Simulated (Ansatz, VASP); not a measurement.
# Two plane-wave programs on Al

```
Al
1.0
     2.71042    0.00000    0.00000
    -1.35521    2.34729    0.00000
     0.00000    0.00000    9.48863
Al
4
Direct
  0.00000 0.00000 0.00000
  0.33333 0.66667 0.25000
  0.00000 0.00000 0.50000
  0.66667 0.33333 0.75000
```

Alike in both runs: task single point; functional PBE; dispersion D3(BJ); k mesh 18 × 18 × 6; occupations gaussian, width 0.15 eV; no spin polarisation.

|  | VASP | Ansatz |
| --- | --- | --- |
| version | VASP 6.6.1 | Ansatz 0.2.0 |
| potentials or method | VASP PAW PBE potentials, release 64 (Al), cutoff 520 eV | scalar-relativistic, plane waves, PAW |
| valence electrons in the cell | 12 | 12 |

Ansatz gave:

| Item | Value |
| --- | --- |
| gap on the k mesh at the Fermi level (eV) | none |
| pressure (GPa) | 5.4 |
| traceless stress, the component that is largest in VASP (GPa) | -4.72 |

Q: Which values does VASP return?

A: gap on the k mesh at the Fermi level (eV): none; pressure (GPa): 5.4; traceless stress, the component that is largest in VASP (GPa): -4.71.

A gap of «none» marks a metal or a gap that the smearing closes.
